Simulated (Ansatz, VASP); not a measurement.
# La2O3: VASP beside Ansatz

INCAR

```
SYSTEM = La2O3
ALGO = Normal
EDIFF = 1E-6
ENCUT = 520
GGA = PE
ISIF = 2
ISMEAR = 0
LASPH = .TRUE.
LCHARG = .FALSE.
LREAL = .FALSE.
LWAVE = .FALSE.
NBANDS = 28
NELM = 80
PREC = Accurate
SIGMA = 0.1
```

KPOINTS

```
k-points
0
G
  6 6 4
  0 0 0
```

Contents of POSCAR:

```
La2O3
1.0
    3.9307778800      0.0000000000      0.0000000000
   -1.9653889400      3.4041535000      0.0000000000
    0.0000000000      0.0000000000      6.1119535200
La O
2 3
Direct
    0.6666666700      0.3333333300      0.7537643200
    0.3333333300      0.6666666700      0.2462356800
    0.6666666700      0.3333333300      0.3541093500
    0.3333333300      0.6666666700      0.6458906500
    0.0000000000      0.0000000000      0.0000000000
```

Input for Ansatz:

```yaml
crystal:
  lattice:
    - [3.93077788, 0.0, 0.0]
    - [-1.96538894, 3.4041535, 0.0]
    - [0.0, 0.0, 6.11195352]
  atoms:
    - { symbol: La, position: [0.66666667, 0.33333333, 0.75376432] }
    - { symbol: La, position: [0.33333333, 0.66666667, 0.24623568] }
    - { symbol: O, position: [0.66666667, 0.33333333, 0.35410935] }
    - { symbol: O, position: [0.33333333, 0.66666667, 0.64589065] }
    - { symbol: O, position: [0.0, 0.0, 0.0] }
basis:
  ecutwfc: 420
kpoints:
  mp_grid: { grid: [6, 6, 4] }
hamiltonian:
  xc: pbe
  pseudopotentials: { kind: paw, azcp: { folder: soft_1 } }
scf:
  occupations: { method: gaussian, width: 0.1 }
output:
  forces: true
  stress: true
  eigenvalues: true
```

Alike in both runs: task single point; functional PBE; k mesh 6 × 6 × 4; occupations gaussian, width 0.1 eV; no spin polarisation.

|  | VASP | Ansatz |
| --- | --- | --- |
| version | VASP 6.6.1 | Ansatz 0.2.0 |
| potentials or method | VASP PAW PBE potentials, release 64 (La, O), cutoff 520 eV | scalar-relativistic, plane waves, PAW |
| valence electrons in the cell | 40 | 40 |

VASP gave:

| Property | Result |
| --- | --- |
| gap on the k mesh at the Fermi level (eV) | 3.86 |
| least direct gap on the mesh (eV) | 3.98 |
| pressure (GPa) | 1.6 |
| traceless stress, the component that is largest in VASP (GPa) | 0.22 |
| rms of the force components (eV/Å) | 0.004 |

Problem. Estimate Ansatz's values.

Solution. gap on the k mesh at the Fermi level (eV): 3.84; least direct gap on the mesh (eV): 3.97; pressure (GPa): 1.9; traceless stress, the component that is largest in VASP (GPa): 0.17; rms of the force components (eV/Å): 0.007.

Atom by atom the forces differ by 0.005 eV/Å (rms over components).

Spin-orbit coupling is off throughout.
